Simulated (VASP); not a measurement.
# WSe2 (P-3m1) in VASP: notebook

WSe2 is run at these levels: LDA+U; tasks: single point.

Program: VASP 6.6.1. These are calculated values, not measurements. Logs are shortened: lines on timing, memory, paths and dates and some standing lists are left out, and cuts for length are marked.

**1. The cell of the first run**

It takes space group P-3m1 (No. 164, trigonal). Conventional cell: a = 3.764 Å, b = 3.764 Å, c = 6.071 Å, α = 90.00°, β = 90.00°, γ = 120.00°. W (site symmetry -3m) has 6 Se at 2.66 Å within 3.5 Å. Se (site symmetry 3m) has 3 W at 2.66 Å within 3.5 Å.

**2. Single point, LDA+U, collinear spin**

Input file INCAR:

```
SYSTEM = WSe2
PREC = Accurate ; ENCUT = 500
EDIFF = 1E-6 ; ISMEAR = 0
SIGMA = 0.05 ; LREAL = .False.
LASPH = .True. ; NELM = 200
ALGO = Normal ; ISIF = 2
LWAVE = .False. ; LCHARG = .True.
ISPIN = 2 ; MAGMOM = 1.58 -1.58 -0.06 0.06 0.06 -0.06
LORBIT = 11 ; LMAXMIX = 4
LDAU = .True. ; LDAUTYPE = 2
LDAUL = 2 -1 ; LDAUU = 2 0
LDAUJ = 0 0 ; LDAUPRINT = 1
GGA = CA ; LELF = .True.
LVHAR = .True. ; NBANDS = 39
GGA_COMPAT = .False.
```

Input file KPOINTS:

```
regular mesh
0
Gamma
  6 6 2
  0 0 0
```

Input file POSCAR:

```
WSe2
1.0
    3.7635277800      0.0000000000      0.0000000000
   -1.8817638900      3.2593106700      0.0000000000
    0.0000000000      0.0000000000     12.1427028400
W Se
2 4
Direct
    0.0000000000      0.0000000000      0.0000000000
    0.0000000000      0.0000000000      0.5000000000
    0.3333333333      0.6666666667      0.1260000000
    0.6666666667      0.3333333333      0.3740000000
    0.3333333333      0.6666666667      0.6260000000
    0.6666666667      0.3333333333      0.8740000000
```

Potentials or basis: VASP PAW LDA potentials, release 64 (W_sv, Se).

On the command line:

```bash
cat potpaw_LDA.64/W_sv/POTCAR potpaw_LDA.64/Se/POTCAR > POTCAR
mpirun -np 1 vasp_std > vasp.out
```

OUTCAR:

```text
SYSTEM = WSe2
   PREC = Accurate
   ENCUT = 500
   EDIFF = 1E-6
   ISMEAR = 0
   LREAL = .False.
   LASPH = .True.
   NELM = 200
   ISIF = 2
   ISPIN = 2
   LORBIT = 11
   GGA = CA

 ion  position               nearest neighbor table
   1  0.000  0.000  0.000-   3 2.66   6 2.66   6 2.66   3 2.66   6 2.66   3 2.66
   2  0.000  0.000  0.500-   4 2.66   5 2.66   4 2.66   5 2.66   4 2.66   5 2.66
   3  0.333  0.667  0.126-   1 2.66   1 2.66   1 2.66
   4  0.667  0.333  0.374-   2 2.66   2 2.66   2 2.66
   5  0.333  0.667  0.626-   2 2.66   2 2.66   2 2.66
   6  0.667  0.333  0.874-   1 2.66   1 2.66   1 2.66

  LATTYP: Found a hexagonal cell.
 ALAT       =     3.7635277800
 C/A-ratio  =     3.2264150950

  Lattice vectors:

 A1 = (   3.7635277800,   0.0000000000,   0.0000000000)
 A2 = (  -1.8817638900,   3.2593106700,   0.0000000000)
 A3 = (   0.0000000000,   0.0000000000,  12.1427028400)

Analysis of symmetry for initial positions (statically):
=====================================================================
 Subroutine PRICEL returns following result:

  LATTYP: Found a hexagonal cell.
 ALAT       =     3.7635277800
 C/A-ratio  =     1.6132075475
[... 12 lines left out ...]
 Subroutine GETGRP returns: Found 12 space group operations
 (whereof 12 operations were pure point group operations)
 out of a pool of 24 trial point group operations.

The static configuration has the point symmetry D_3d.

Analysis of symmetry for dynamics (positions and initial velocities):
=====================================================================
 Subroutine PRICEL returns following result:

  LATTYP: Found a hexagonal cell.
 ALAT       =     3.7635277800
 C/A-ratio  =     1.6132075475
[... 12 lines left out ...]
 Subroutine GETGRP returns: Found 12 space group operations
 (whereof 12 operations were pure point group operations)
 out of a pool of 24 trial point group operations.

The dynamic configuration has the point symmetry D_3d.

Analysis of structural, dynamic, and magnetic symmetry:
=====================================================================
 Subroutine PRICEL returns following result:

  LATTYP: Found a hexagonal cell.
 ALAT       =     3.7635277800
 C/A-ratio  =     1.6132075475
[... 12 lines left out ...]
 Subroutine GETGRP returns: Found 12 space group operations
 (whereof 12 operations were pure point group operations)
 out of a pool of 24 trial point group operations.

The overall configuration has the point symmetry D_3d.

 Subroutine INISYM returns: Found 12 space group operations
 (whereof 12 operations are pure point group operations),
 and found     2 'primitive' translations

[... 193 lines left out ...]

 number of electron      52.0000005 magnetization       0.0000000

 Free energy of the ion-electron system (eV)
  ---------------------------------------------------
  ext. energy  EPLUGINS =         0.00000000
  ---------------------------------------------------
  free energy    TOTEN  =       -40.29793833 eV

  energy without entropy =      -40.29591691  energy(sigma->0) =      -40.29692762

 E-fermi :   4.3751     XC(G=0): -10.0820

 val. band max:        4.3255546956   @ k =   0.3333   0.1667   0.5000
 cond. band min:       4.4570605288   @ k =   0.0000   0.0000   0.5000
 fundamental gap:      0.1315058332
 Fermi energy:         4.3751472571

 spin component 1

 k-point     1 :       0.0000    0.0000    0.0000
  band No.  band energies     occupation
      1     -70.4959      1.00000
      2     -70.4669      1.00000
      3     -34.9279      1.00000
      4     -34.9279      1.00000
      5     -34.9182      1.00000
      6     -34.9182      1.00000
[... 563 lines left out ...]
     37      11.6512      0.00000
     38      11.6531      0.00000
 Fermi energy:         4.3751472571

 spin component 2

 k-point     1 :       0.0000    0.0000    0.0000
  band No.  band energies     occupation
      1     -70.4959      1.00000
      2     -70.4669      1.00000
      3     -34.9279      1.00000
      4     -34.9279      1.00000
      5     -34.9182      1.00000
      6     -34.9182      1.00000
[... 563 lines left out ...]
     37      11.6512      0.00000
     38      11.6531      0.00000
 [bands above 38 left out]

------------------------ aborting loop because EDIFF is reached ----------------------------------------

  FORCE on cell =-STRESS in cart. coord.  units (eV):
  Direction    XX          YY          ZZ          XY          YZ          ZX
  --------------------------------------------------------------------------------------
  -------------------------------------------------------------------------------------
  Total      -16.8577838    -16.8577839     -7.3265880      0.0000000      0.0000000      0.0000000
  in kB     -181.3321504   -181.3321509    -78.8090516      0.0000000      0.0000000      0.0000000
  external PRESSURE =    -147.1577843 kB  Pullay stress =       0.0000000 kB

 VOLUME and BASIS-vectors are now :
 -----------------------------------------------------------------------------
  energy-cutoff  :      500.00
  volume of cell :      148.95
      direct lattice vectors                 reciprocal lattice vectors
     3.763527780  0.000000000  0.000000000     0.265708149  0.153406671  0.000000000
    -1.881763890  3.259310670  0.000000000     0.000000000  0.306813342  0.000000000
     0.000000000  0.000000000 12.142702840     0.000000000  0.000000000  0.082353988

 POSITION                                       TOTAL-FORCE (eV/Angst)
 -----------------------------------------------------------------------------------
      0.00000      0.00000      0.00000        -0.000000      0.000000      0.000000
      0.00000      0.00000      6.07135        -0.000000      0.000000      0.000000
     -0.00000      2.17287      1.52998         0.000000      0.000000     -0.895423
      1.88176      1.08644      4.54137        -0.000000     -0.000000      0.895423
     -0.00000      2.17287      7.60133         0.000000     -0.000000     -0.895423
      1.88176      1.08644     10.61272        -0.000000      0.000000      0.895423
 -----------------------------------------------------------------------------------
    total drift:                               -0.000000     -0.000000      0.000000

  FREE ENERGIE OF THE ION-ELECTRON SYSTEM (eV)
  ---------------------------------------------------
  free  energy   TOTEN  =       -40.2979383336 eV

  energy  without entropy=      -40.2959169079  energy(sigma->0) =      -40.29692762

 total charge

# of ion       s       p       d       tot
------------------------------------------
    1        2.328   6.195   3.127  11.650
    2        2.328   6.195   3.127  11.650
    3        1.475   2.276   0.050   3.801
    4        1.475   2.276   0.050   3.801
    5        1.475   2.276   0.050   3.801
    6        1.475   2.276   0.050   3.801
--------------------------------------------------
tot         10.556  21.496   6.453  38.505

 magnetization (x)

# of ion       s       p       d       tot
------------------------------------------
    1        0.002   0.000   0.067   0.069
    2       -0.002  -0.000  -0.067  -0.069
    3        0.000  -0.004   0.000  -0.004
    4       -0.000   0.004  -0.000   0.004
    5       -0.000   0.004  -0.000   0.004
    6        0.000  -0.004   0.000  -0.004
--------------------------------------------------
tot          0.000   0.000   0.000   0.000
```

OSZICAR:

```text
N       E                     dE             d eps       ncg     rms          rms(c)
DAV:   1     0.445896069359E+03    0.44590E+03   -0.24767E+04  2368   0.123E+03
DAV:   2    -0.143425770968E+02   -0.46024E+03   -0.44159E+03  2558   0.336E+02
DAV:   3    -0.428883025448E+02   -0.28546E+02   -0.28015E+02  2763   0.784E+01
DAV:   4    -0.434417432106E+02   -0.55344E+00   -0.55045E+00  2513   0.116E+01
DAV:   5    -0.434481611952E+02   -0.64180E-02   -0.64159E-02  2670   0.139E+00    0.220E+01
DAV:   6    -0.406594466460E+02    0.27887E+01   -0.11634E+01  2212   0.189E+01    0.814E+00
DAV:   7    -0.403407265755E+02    0.31872E+00   -0.35043E+00  2212   0.868E+00    0.526E+00
DAV:   8    -0.402206912136E+02    0.12004E+00   -0.47093E-01  2492   0.345E+00    0.225E+00
DAV:   9    -0.402498710606E+02   -0.29180E-01   -0.85817E-02  2513   0.102E+00    0.122E+00
DAV:  10    -0.402832046184E+02   -0.33334E-01   -0.29056E-02  2575   0.602E-01    0.608E-01
DAV:  11    -0.402957821493E+02   -0.12578E-01   -0.76459E-03  2700   0.327E-01    0.278E-01
DAV:  12    -0.402977662954E+02   -0.19841E-02   -0.12218E-03  2570   0.147E-01    0.104E-01
DAV:  13    -0.402978921959E+02   -0.12590E-03   -0.22497E-04  2530   0.684E-02    0.497E-02
DAV:  14    -0.402979363657E+02   -0.44170E-04   -0.92659E-05  2492   0.347E-02    0.199E-02
DAV:  15    -0.402979382215E+02   -0.18557E-05   -0.13368E-05  2301   0.149E-02    0.728E-03
DAV:  16    -0.402979383336E+02   -0.11216E-06   -0.21199E-06  1421   0.433E-03
   1 F= -.40297938E+02 E0= -.40296928E+02  d E =-.202143E-02  mag=     0.0000
```

stdout:

```text
POSCAR found type information on POSCAR W Se
 POSCAR found :  2 types and       6 ions
 scaLAPACK will be used
 LDA part: xc-table for (Slater(with rela. corr.)+CA(PZ))
 , standard interpolation
 POSCAR, INCAR and KPOINTS ok, starting setup
 FFT: planning ... GRIDC
 FFT: planning ... GRID_SOFT
 FFT: planning ... GRID
 WAVECAR not read
 entering main loop
```

It took 3.8 min on 1 thread of Oxide Virtual Turin-like, shared host; peak memory 0.25 GiB.

What came out:

| Quantity | Value |
| --- | --- |
| Free energy | -40.2979 eV |
| Pressure | -14.7 GPa |
| Largest force | 0.895 eV/Å |
| Band gap on the k mesh | zero (filled and empty bands overlap) |
| Net moment | 0.00 μB per cell |
| Site moments | W +0.07, -0.07; Se -0.00, +0.00 (each value once) μB |
| Valence electrons inside the program's atomic spheres | W 11.65; Se 3.80 |

Forces on the atoms (eV/Å):
```
W    0.000  0.000  0.000
W    0.000  0.000  0.000
Se   0.000  0.000 -0.895
Se   0.000  0.000  0.895
Se   0.000  0.000 -0.895
Se   0.000  0.000  0.895
```

Stress tensor (GPa, compression positive):
```
-18.13   0.00   0.00
  0.00 -18.13   0.00
  0.00   0.00  -7.88
```

Eigenvalues of the final occupation matrices:
| site | spin | trace | eigenvalues |
| --- | --- | --- | --- |
| site 1 d | 1 | 1.62 | 0.26 0.26 0.35 0.35 0.39 |
| site 1 d | 2 | 1.55 | 0.25 0.28 0.28 0.37 0.37 |
| site 2 d | 1 | 1.55 | 0.25 0.28 0.28 0.37 0.37 |
| site 2 d | 2 | 1.62 | 0.26 0.26 0.35 0.35 0.39 |

Caveat: the stress differs along the axes, from -18 to -8 GPa; spin-orbit coupling is left out, which moves the levels of the heavy elements.

**3. Single point, LDA+U, collinear spin, zero start**

Input file INCAR:

```
SYSTEM = WSe2
  PREC = Accurate
  ENCUT = 500
  EDIFF = 1E-6
  ISMEAR = 0
  SIGMA = 0.05
  LREAL = .False.
  LASPH = .True.
  NELM = 200
  ALGO = Normal
  ISIF = 2
  LWAVE = .False.
  LCHARG = .False.
  ISPIN = 2
  MAGMOM = 0 0 0 0 0 0
  LORBIT = 11
  NUPDOWN = 0.0
  LMAXMIX = 4
  LDAU = .True.
  LDAUTYPE = 2
  LDAUL = 2 -1
  LDAUU = 2 0
  LDAUJ = 0 0
  LDAUPRINT = 1
  GGA = CA
  NBANDS = 39
  GGA_COMPAT = .False.
```

Input file KPOINTS:

```
Automatic mesh
0
Gamma
  6 6 2
  0 0 0
```

POSCAR is that of step 2.

Potentials or basis: VASP PAW LDA potentials, release 64 (W_sv, Se).

On the command line:

```bash
cat potpaw_LDA.64/W_sv/POTCAR potpaw_LDA.64/Se/POTCAR > POTCAR
mpirun -np 1 vasp_std > vasp.out
```

It took 3.4 min on 1 thread of Oxide Virtual Turin-like, shared host; peak memory 0.24 GiB.

It converged, with:

```
Free energy                                           : -40.2946 eV
Pressure                                              : -14.8 GPa
Largest force                                         : 0.923 eV/Å
Net moment                                            : 0.00 μB per cell
Valence electrons inside the program's atomic spheres : W 11.65; Se 3.80
```

Forces in eV/Å, atoms in the order of the input:
```
W    0.000  0.000  0.000
W    0.000  0.000  0.000
Se   0.000  0.000 -0.923
Se   0.000  0.000  0.923
Se   0.000  0.000 -0.923
Se   0.000  0.000  0.923
```

Stress tensor (GPa, compression positive):
```
-18.16   0.00   0.00
  0.00 -18.16   0.00
  0.00   0.00  -8.09
```

Eigenvalues of the final occupation matrices:
```
    site  spin  trace               eigenvalues
site 1 d     1   1.58  0.27 0.27 0.33 0.36 0.36
site 1 d     2   1.58  0.27 0.27 0.33 0.36 0.36
site 2 d     1   1.58  0.27 0.27 0.33 0.36 0.36
site 2 d     2   1.58  0.27 0.27 0.33 0.36 0.36
```

Caveat: the stress differs along the axes, from -18 to -8 GPa; spin-orbit coupling is left out, which moves the levels of the heavy elements; the total moment is fixed, so each spin has its own Fermi level.

(Continued in part 2 of 2.)

The gap in the log of VASP goes by the Fermi energy; the results here count the filled bands.